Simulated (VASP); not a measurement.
A run of VASP 6.6.1 is set up as follows.

INCAR

```
PREC = Accurate ; ENCUT = 520
EDIFF = 1E-8 ; ISMEAR = 0
SIGMA = 0.01 ; LREAL = F
LASPH = T ; NELM = 80
ALGO = Normal ; ISIF = 2
LWAVE = F ; LCHARG = F
METAGGA = R2SCAN ; LMIXTAU = T
NBANDS = 21 ; IBRION = 6
NFREE = 2 ; POTIM = 0.015
NSW = 1
```

File KPOINTS:

```
Automatic mesh
0
Gamma
  12 12 12
```

Contents of POSCAR:

```
Ge
1.0
    0.0000000000      2.8375046877      2.8233171643
    2.8375046877      0.0000000000      2.8233171643
    2.8375046877      2.8375046877      0.0000000000
Ge
2
Direct
    0.0000000000      0.0000000000      0.0000000000
    0.2500000000      0.2500000000      0.2500000000
```

Potentials or basis: VASP PAW PBE potentials, release 64 (Ge_d).

Run with:

```console
$ cat potpaw_PBE.64/Ge_d/POTCAR > POTCAR
$ mpirun -np 1 vasp_std > vasp.out
```

(1) What does it give for the highest phonon frequency at Γ?

Results:

(1) 297 cm⁻¹.
